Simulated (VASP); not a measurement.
# GaN (F-43m) in VASP: further runs

Runs on GaN. Level: PBE. Tasks: single point.

All numbers are computed with VASP 6.6.1; they aren't measurements. Logs are shortened: lines on timing, memory, paths and dates and some standing lists are left out, and cuts for length are marked.

### 1 The cell of the first run

Symmetry: F-43m, No. 216, cubic system. Conventional cell: a = 4.412 Å, b = 4.412 Å, c = 4.412 Å, α = 90.00°, β = 90.00°, γ = 90.00°. Ga (site symmetry -43m) has 4 N at 1.91 Å within 2.5 Å. N (site symmetry -43m) has 4 Ga at 1.91 Å within 2.5 Å.

### 2 Single point, PBE (strain -0.030 along x and y, -0.030 along z)

Input file INCAR:

```
SYSTEM = GaN
  PREC = Accurate
  ENCUT = 520
  EDIFF = 1E-6
  ISMEAR = 0
  SIGMA = 0.05
  LREAL = .False.
  LASPH = .True.
  NELM = 100
  ALGO = Normal
  ISIF = 2
  LWAVE = .False.
  LCHARG = .False.
  GGA = PE
  NBANDS = 16
```

Input file KPOINTS:

```
regular mesh
0
Gamma
  10 10 10
  0 0 0
```

Input file POSCAR:

```
GaN
1.0
    0.0000000000      2.2060113380      2.2060113380
    2.2060113380      0.0000000000      2.2060113380
    2.2060113380      2.2060113380      0.0000000000
Ga N
1 1
Direct
    0.0000000000      0.0000000000      0.0000000000
    0.7500000000      0.7500000000      0.7500000000
```

Potentials or basis: VASP PAW PBE potentials, release 64 (Ga_d, N).

On the command line:

```console
cat potpaw_PBE.64/Ga_d/POTCAR potpaw_PBE.64/N/POTCAR > POTCAR
mpirun -np 1 vasp_std > vasp.out
```

OUTCAR:

```text
SYSTEM = GaN
   PREC = Accurate
   ENCUT = 520
   EDIFF = 1E-6
   ISMEAR = 0
   LREAL = .False.
   LASPH = .True.
   NELM = 100
   ISIF = 2
   GGA = PE

 ion  position               nearest neighbor table
   1  0.000  0.000  0.000-   2 1.91   2 1.91   2 1.91   2 1.91
   2  0.750  0.750  0.750-   1 1.91   1 1.91   1 1.91   1 1.91

  LATTYP: Found a face centered cubic cell.
 ALAT       =     4.4120226760

  Lattice vectors:

 A1 = (   0.0000000000,   2.2060113380,   2.2060113380)
 A2 = (   2.2060113380,   0.0000000000,   2.2060113380)
 A3 = (   2.2060113380,   2.2060113380,   0.0000000000)

Analysis of symmetry for initial positions (statically):
=====================================================================
 Subroutine PRICEL returns:
 Original cell was already a primitive cell.

 Routine SETGRP: Setting up the symmetry group for a
 face centered cubic supercell.

 Subroutine GETGRP returns: Found 24 space group operations
 (whereof 24 operations were pure point group operations)
 out of a pool of 48 trial point group operations.

The static configuration has the point symmetry T_d .

Analysis of symmetry for dynamics (positions and initial velocities):
=====================================================================
 Subroutine PRICEL returns:
 Original cell was already a primitive cell.

 Routine SETGRP: Setting up the symmetry group for a
 face centered cubic supercell.

 Subroutine GETGRP returns: Found 24 space group operations
 (whereof 24 operations were pure point group operations)
 out of a pool of 48 trial point group operations.

The dynamic configuration has the point symmetry T_d .

 Subroutine INISYM returns: Found 24 space group operations
 (whereof 24 operations are pure point group operations),
 and found     1 'primitive' translations

----------------------------------------------------------------------------------------

                                     Primitive cell

  volume of cell :      21.4710

  direct lattice vectors                    reciprocal lattice vectors
     0.000000000  2.206011338  2.206011338    -0.226653414  0.226653414  0.226653414
     2.206011338  0.000000000  2.206011338     0.226653414 -0.226653414  0.226653414
     2.206011338  2.206011338  0.000000000     0.226653414  0.226653414 -0.226653414

  length of vectors
     3.119771153  3.119771153  3.119771153     0.392575228  0.392575228  0.392575228

  position of ions in fractional coordinates (direct lattice)
     0.000000000  0.000000000  0.000000000
     0.750000000  0.750000000  0.750000000

  ion indices of the primitive-cell ions
   primitive index   ion index
                 1           1
                 2           2

----------------------------------------------------------------------------------------

 KPOINTS: regular mesh

Automatic generation of k-mesh.
 Grid dimensions read from file:
 generate k-points for:   10   10   10

 Generating k-lattice:

  Cartesian coordinates                     Fractional coordinates (reciprocal lattice)
    -0.022665341  0.022665341  0.022665341     0.100000000  0.000000000  0.000000000
     0.022665341 -0.022665341  0.022665341     0.000000000  0.100000000  0.000000000
     0.022665341  0.022665341 -0.022665341     0.000000000  0.000000000  0.100000000

  Length of vectors
     0.039257523  0.039257523  0.039257523

  Shift w.r.t. Gamma in fractional coordinates (k-lattice)
     0.000000000  0.000000000  0.000000000

 Subroutine IBZKPT returns following result:
 ===========================================

 Found     47 irreducible k-points:

 Following reciprocal coordinates:
            Coordinates               Weight
  0.000000  0.000000  0.000000      1.000000
  0.100000  0.000000  0.000000      8.000000
  0.200000  0.000000  0.000000      8.000000
  0.300000  0.000000  0.000000      8.000000
  0.400000  0.000000  0.000000      8.000000
  0.500000  0.000000  0.000000      4.000000
[... 16 lines left out ...]
  0.300000  0.300000  0.000000      6.000000
  0.400000  0.300000  0.000000     24.000000
 [... further k-points ...]
   k-points           NKPTS =     47   k-points in BZ     NKDIM =     47   number of bands    NBANDS=     16
   number of dos      NEDOS =    301   number of ions     NIONS =      2
   total plane-waves  NPLWV =  13824
   dimension x,y,z NGX =    24 NGY =   24 NGZ =   24
   dimension x,y,z NGXF=    48 NGYF=   48 NGZF=   48
   ions per type =               1   1
   NGX,Y,Z   is equivalent  to a cutoff of  12.79, 12.79, 12.79 a.u.
   NGXF,Y,Z  is equivalent  to a cutoff of  25.58, 25.58, 25.58 a.u.
 SYSTEM =  GaN
   PREC   = accura    normal or accurate (medium, high low for compatibility)
   ISTART =      0    job   : 0-new  1-cont  2-samecut
   ICHARG =      2    charge: 1-file 2-atom 10-const
   ISPIN  =      1    spin polarized calculation?
   LNONCOLLINEAR =      F non collinear calculations
   LSORBIT =      F    spin-orbit coupling
   LASPH  =      T    aspherical Exc in radial PAW
   ENCUT  =  520.0 eV  38.22 Ry    6.18 a.u.   5.80  5.80  5.80*2*pi/ulx,y,z
   NELM   =    100;   NELMIN=  2; NELMDL= -5     # of ELM steps
   EDIFF  = 0.1E-05   stopping-criterion for ELM
   LREAL  =      F    real-space projection
   EDIFFG = 0.1E-04   stopping-criterion for IOM
   NSW    =      0    number of steps for IOM
   IBRION =     -1    ionic relax: 0-MD 1-quasi-New 2-CG
   NFREE  =      0    steps in history (QN), initial steepest desc. (CG)
   ISIF   =      2    stress and relaxation
   ISYM   =      2    0-nonsym 1-usesym 2-fastsym
   POTIM  = 0.5000    time-step for ionic-motion
   TEBEG  =    0.0;   TEEND  =   0.0 temperature during run
   PSTRESS=    0.0 pullay stress
   NELECT =      18.0000    total number of electrons
   NUPDOWN=      -1.0000    fix difference up-down
   EMIN   =  10.00;   EMAX   =-10.00  energy-range for DOS
   EFERMI =   0.00;   METHOD = LEGACY
   ISMEAR =     0;   SIGMA  =   0.05  broadening in eV -4-tet -1-fermi 0-gaus
   EFERMI_NEDOS =   21; number of points for ismear=-14 and -15
   IALGO  =     38    algorithm
   IMIX   =      4    mixing-type and parameters
     AMIX     =   0.40;   BMIX     =  1.00
     AMIX_MAG =   1.60;   BMIX_MAG =  1.00
  volume/ion in A,a.u.               =      10.74        72.45
[... 37 lines left out ...]
      3      -7.5105      2.00000
      4      -7.5105      2.00000
      5      -7.1201      2.00000
      6      -7.1201      2.00000
[... 8 lines left out ...]
     15      25.3467      0.00000
     16      25.3467      0.00000

 k-point     2 :       0.1000    0.0000    0.0000
  band No.  band energies     occupation
      1     -10.3760      2.00000
      2      -7.4941      2.00000
      3      -7.4941      2.00000
      4      -7.4760      2.00000
      5      -7.1218      2.00000
      6      -7.1218      2.00000
[... 8 lines left out ...]
     15      23.9997      0.00000
     16      24.0822      0.00000

 k-point     3 :       0.2000    0.0000    0.0000
  band No.  band energies     occupation
      1     -10.0539      2.00000
      2      -7.4561      2.00000
      3      -7.4561      2.00000
      4      -7.3251      2.00000
      5      -7.1207      2.00000
      6      -7.1207      2.00000
[... 8 lines left out ...]
     15      23.2128      0.00000
     16      23.2128      0.00000

 k-point     4 :       0.3000    0.0000    0.0000
  band No.  band energies     occupation
      1      -9.6903      2.00000
      2      -7.4222      2.00000
      3      -7.4222      2.00000
      4      -7.1047      2.00000
      5      -7.1047      2.00000
      6      -6.9348      2.00000
[... 8 lines left out ...]
     15      23.7769      0.00000
     16      23.7769      0.00000

 k-point     5 :       0.4000    0.0000    0.0000
  band No.  band energies     occupation
      1      -9.4548      2.00000
      2      -7.4074      2.00000
      3      -7.4074      2.00000
      4      -7.0778      2.00000
      5      -7.0778      2.00000
      6      -6.2864      2.00000
[... 8 lines left out ...]
     15      25.3244      0.00000
     16      25.3244      0.00000

 k-point     6 :       0.5000    0.0000    0.0000
  band No.  band energies     occupation
      1      -9.3829      2.00000
      2      -7.4047      2.00000
      3      -7.4047      2.00000
      4      -7.0642      2.00000
      5      -7.0642      2.00000
      6      -5.8719      2.00000
[... 8 lines left out ...]
     15      26.4516      0.00000
     16      26.4516      0.00000

 k-point     7 :       0.1000    0.1000    0.0000
  band No.  band energies     occupation
      1     -10.3348      2.00000
      2      -7.4830      2.00000
      3      -7.4796      2.00000
      4      -7.4796      2.00000
      5      -7.1331      2.00000
      6      -7.1114      2.00000
[... 8 lines left out ...]
     15      25.9584      0.00000
     16      26.0865      0.00000

 k-point     8 :       0.2000    0.1000    0.0000
  band No.  band energies     occupation
      1     -10.0795      2.00000
      2      -7.4585      2.00000
      3      -7.4403      2.00000
      4      -7.3761      2.00000
      5      -7.1351      2.00000
      6      -7.1028      2.00000
[... 8 lines left out ...]
     15      25.1946      0.00000
     16      25.2516      0.00000

 k-point     9 :       0.3000    0.1000    0.0000
  band No.  band energies     occupation
      1      -9.7326      2.00000
      2      -7.4261      2.00000
      3      -7.4013      2.00000
      4      -7.1972      2.00000
      5      -7.0879      2.00000
      6      -6.9927      2.00000
[... 8 lines left out ...]
     15      24.3269      0.00000
     16      25.2637      0.00000
[... 172 lines left out ...]
 k-point    19 :       0.5000    0.2000    0.0000
  band No.  band energies     occupation
      1      -9.2889      2.00000
      2      -7.3888      2.00000
      3      -7.3114      2.00000
      4      -7.1760      2.00000
      5      -7.0594      2.00000
      6      -5.7764      2.00000
[... 8 lines left out ...]
     15      26.9746      0.00000
     16      27.4382      0.00000

 k-point    20 :      -0.4000    0.2000    0.0000
  band No.  band energies     occupation
      1      -9.2779      2.00000
      2      -7.3938      2.00000
      3      -7.3187      2.00000
      4      -7.1380      2.00000
      5      -7.0887      2.00000
      6      -5.6278      2.00000
[... 8 lines left out ...]
     15      25.3007      0.00000
     16      27.0157      0.00000

 k-point    21 :      -0.3000    0.2000    0.0000
  band No.  band energies     occupation
      1      -9.3698      2.00000
      2      -7.3949      2.00000
      3      -7.3407      2.00000
      4      -7.1317      2.00000
      5      -7.1292      2.00000
      6      -6.1500      2.00000
[... 8 lines left out ...]
     15      24.0464      0.00000
     16      27.3994      0.00000

 k-point    22 :      -0.2000    0.2000    0.0000
  band No.  band energies     occupation
      1      -9.5775      2.00000
      2      -7.4037      2.00000
      3      -7.3850      2.00000
      4      -7.1524      2.00000
      5      -7.1479      2.00000
      6      -6.7356      2.00000
[... 8 lines left out ...]
     15      24.0558      0.00000
     16      27.3591      0.00000

 k-point    23 :       0.3000    0.3000    0.0000
  band No.  band energies     occupation
      1      -9.4683      2.00000
      2      -7.3542      2.00000
      3      -7.2817      2.00000
      4      -7.2817      2.00000
      5      -7.0601      2.00000
      6      -6.7405      2.00000
[... 8 lines left out ...]
     15      28.6677      0.00000
     16      29.5522      0.00000

 k-point    24 :       0.4000    0.3000    0.0000
  band No.  band energies     occupation
      1      -9.3083      2.00000
      2      -7.3694      2.00000
      3      -7.2406      2.00000
      4      -7.2391      2.00000
      5      -7.0480      2.00000
      6      -6.2733      2.00000
[... 8 lines left out ...]
     15      29.1327      0.00000
     16      29.3768      0.00000

 [... further k-points ...]

------------------------ aborting loop because EDIFF is reached ----------------------------------------

  FORCE on cell =-STRESS in cart. coord.  units (eV):
  Direction    XX          YY          ZZ          XY          YZ          ZX
  --------------------------------------------------------------------------------------
  -------------------------------------------------------------------------------------
  Total        2.5726292      2.5726292      2.5726292      0.0000000      0.0000000     -0.0000000
  in kB      191.9705295    191.9705295    191.9705295      0.0000000      0.0000000     -0.0000000
  external PRESSURE =     191.9705295 kB  Pullay stress =       0.0000000 kB

 VOLUME and BASIS-vectors are now :
 -----------------------------------------------------------------------------
  energy-cutoff  :      520.00
  volume of cell :       21.47
      direct lattice vectors                 reciprocal lattice vectors
     0.000000000  2.206011338  2.206011338    -0.226653414  0.226653414  0.226653414
     2.206011338  0.000000000  2.206011338     0.226653414 -0.226653414  0.226653414
     2.206011338  2.206011338  0.000000000     0.226653414  0.226653414 -0.226653414

 POSITION                                       TOTAL-FORCE (eV/Angst)
 -----------------------------------------------------------------------------------
      0.00000      0.00000      0.00000         0.000000      0.000000      0.000000
      3.30902      3.30902      3.30902        -0.000000     -0.000000     -0.000000
 -----------------------------------------------------------------------------------
    total drift:                               -0.000002     -0.000002     -0.000001

  FREE ENERGIE OF THE ION-ELECTRON SYSTEM (eV)
  ---------------------------------------------------
  free  energy   TOTEN  =       -12.0386187826 eV

  energy  without entropy=      -12.0386187826  energy(sigma->0) =      -12.03861878
```

Wall time 8.6 s (1 thread of Intel Xeon 6975P-C, shared host); peak memory 0.15 GiB.

What came out:

```
Free energy            : -12.0386 eV
Pressure               : 19.2 GPa
Band gap on the k mesh : 2.14 eV, direct
```

Levels at points of the mesh, in eV from the valence-band top:
| k point | band 6 | band 7 | band 8 | band 9 | band 10 | band 11 | band 12 | band 13 |
| --- | --- | --- | --- | --- | --- | --- | --- | --- |
| (0.00, 0.00, 0.00) | -13.12 | 0.00 | 0.00 | 0.00 | 2.14 | 10.71 | 10.71 | 10.71 |
| (0.50, 0.00, 0.00) | -11.87 | -7.47 | -1.05 | -1.05 | 5.08 | 9.05 | 10.70 | 10.70 |
| (0.50, 0.50, 0.00) | -11.46 | -6.39 | -2.93 | -2.93 | 3.37 | 7.04 | 12.18 | 14.65 |

Caveat: the cell differs from its parent crystal (strain -0.030 along x and y, -0.030 along z).

### 3 Single point, PBE (strain -0.015 along x and y, -0.015 along z)

Input file INCAR:

```
ALGO = Normal
EDIFF = 1E-6
ENCUT = 520
GGA = PE
ISIF = 2
ISMEAR = 0
LASPH = T
LCHARG = F
LREAL = F
LWAVE = F
NBANDS = 16
NELM = 60
PREC = Accurate
SIGMA = 0.05
```

Input file KPOINTS:

```
k-points
0
Gamma
  10 10 10
```

Input file POSCAR:

```
GaN
1.0
    0.0000000000      2.2401249154      2.2401249154
    2.2401249154      0.0000000000      2.2401249154
    2.2401249154      2.2401249154      0.0000000000
Ga N
1 1
Direct
    0.0000000000      0.0000000000      0.0000000000
    0.7500000000      0.7500000000      0.7500000000
```

Potentials or basis: VASP PAW PBE potentials, release 64 (Ga_d, N).

On the command line:

```console
cat potpaw_PBE.64/Ga_d/POTCAR potpaw_PBE.64/N/POTCAR > POTCAR
mpirun -np 1 vasp_std > vasp.out
```

Wall time 8.3 s (1 thread of Intel Xeon 6975P-C, shared host); peak memory 0.15 GiB.

Results (log left out):

- Free energy: -12.1257 eV
- Pressure: 8.7 GPa
- Band gap on the k mesh: 1.84 eV, direct

Levels at points of the mesh, in eV from the valence-band top:
```
           k point  band 5  band 6  band 7  band 8  band 9  band 10  band 11  band 12  band 13  band 14
(0.00, 0.00, 0.00)  -13.12  -13.12    0.00    0.00    0.00     1.84    10.41    10.41    10.41    17.85
(0.50, 0.00, 0.00)  -13.07  -11.88   -7.15   -0.99   -0.99     4.76     8.82    10.46    10.46    15.78
(0.50, 0.50, 0.00)  -13.04  -11.46   -6.20   -2.76   -2.76     3.36     6.77    11.84    14.15    14.15
```

Caveat: the cell differs from its parent crystal (strain -0.015 along x and y, -0.015 along z).

### 4 Single point, PBE (strain +0.015 along x and y, +0.015 along z)

Input file INCAR:

```
ALGO = Normal ; EDIFF = 1E-6
ENCUT = 520 ; GGA = PE
ISIF = 2 ; ISMEAR = 0
LASPH = T ; LCHARG = F
LREAL = F ; LWAVE = F
NBANDS = 16 ; NELM = 60
PREC = Accurate ; SIGMA = 0.05
```

KPOINTS is that of step 3.

Input file POSCAR:

```
GaN
1.0
    0.0000000000      2.3083520702      2.3083520702
    2.3083520702      0.0000000000      2.3083520702
    2.3083520702      2.3083520702      0.0000000000
Ga N
1 1
Direct
    0.0000000000      0.0000000000      0.0000000000
    0.7500000000      0.7500000000      0.7500000000
```

On the command line:

```console
cat potpaw_PBE.64/Ga_d/POTCAR potpaw_PBE.64/N/POTCAR > POTCAR
mpirun -np 1 vasp_std > vasp.out
```

Run time: 7.7 s. Hardware: 1 thread of Intel Xeon 6975P-C, shared host; peak memory 0.15 GiB.

The run converged. Its results:

```yaml
Free_energy: -12.1306 eV
Pressure: -6.8 GPa
Band_gap_on_the_k_mesh: 1.26 eV, direct
```

Levels at points of the mesh, in eV from the valence-band top:
| k point | band 5 | band 6 | band 7 | band 8 | band 9 | band 10 | band 11 | band 12 | band 13 | band 14 |
| --- | --- | --- | --- | --- | --- | --- | --- | --- | --- | --- |
| (0.00, 0.00, 0.00) | -13.15 | -13.15 | 0.00 | 0.00 | 0.00 | 1.26 | 9.85 | 9.85 | 9.85 | 16.64 |
| (0.50, 0.00, 0.00) | -13.11 | -11.89 | -6.59 | -0.88 | -0.88 | 4.15 | 8.36 | 9.99 | 9.99 | 15.04 |
| (0.50, 0.50, 0.00) | -13.09 | -11.46 | -5.84 | -2.46 | -2.46 | 3.33 | 6.22 | 11.22 | 13.21 | 13.21 |

Caveat: the cell differs from its parent crystal (strain +0.015 along x and y, +0.015 along z).

### 5 Single point, PBE (strain +0.030 along x and y, +0.030 along z)

Input file INCAR:

```
PREC = Accurate
ENCUT = 520
EDIFF = 1E-6
ISMEAR = 0
SIGMA = 0.05
LREAL = F
LASPH = T
NELM = 100
ALGO = Normal
ISIF = 2
LWAVE = F
LCHARG = F
GGA = PE
NBANDS = 16
```

Input file KPOINTS:

```
regular mesh
0
Gamma
  10 10 10
```

Input file POSCAR:

```
GaN
1.0
    0.0000000000      2.3424656476      2.3424656476
    2.3424656476      0.0000000000      2.3424656476
    2.3424656476      2.3424656476      0.0000000000
Ga N
1 1
Direct
    0.0000000000      0.0000000000      0.0000000000
    0.7500000000      0.7500000000      0.7500000000
```

On the command line:

```console
cat potpaw_PBE.64/Ga_d/POTCAR potpaw_PBE.64/N/POTCAR > POTCAR
mpirun -np 1 vasp_std > vasp.out
```

Wall time 24 s (1 thread of Intel Xeon 6975P-C, shared host); peak memory 0.16 GiB.

It converged, with:

```
Free energy            : -12.0642 eV
Pressure               : -12.3 GPa
Band gap on the k mesh : 0.98 eV, direct
```

Levels at points of the mesh, in eV from the valence-band top:
```
           k point  band 6  band 7  band 8  band 9  band 10  band 11  band 12  band 13
(0.00, 0.00, 0.00)  -13.18    0.00    0.00    0.00     0.98     9.58     9.58     9.58
(0.50, 0.00, 0.00)  -11.90   -6.33   -0.83   -0.83     3.86     8.13     9.76     9.76
(0.50, 0.50, 0.00)  -11.46   -5.67   -2.32   -2.32     3.31     5.95    10.95    12.76
```

Caveat: the cell differs from its parent crystal (strain +0.030 along x and y, +0.030 along z).

### 6 The runs side by side

| cell | gap on the mesh (eV) | pressure (GPa) |
| --- | --- | --- |
| a = 3.120 Å, angles 60.0°, 2 atoms | 2.14 | 19.2 |
| a = 3.168 Å, angles 60.0°, 2 atoms | 1.84 | 8.7 |
| a = 3.265 Å, angles 60.0°, 2 atoms | 1.26 | -6.8 |
| a = 3.313 Å, angles 60.0°, 2 atoms | 0.98 | -12.3 |

Alike in all rows: task single point; level PBE; potentials or basis VASP PAW PBE potentials, release 64 (Ga_d, N); no spin polarisation; k mesh 10 × 10 × 10; cutoff (eV) 520; smearing gaussian 0.05 eV.

Absolute energies hang on the potentials; compare differences alone.
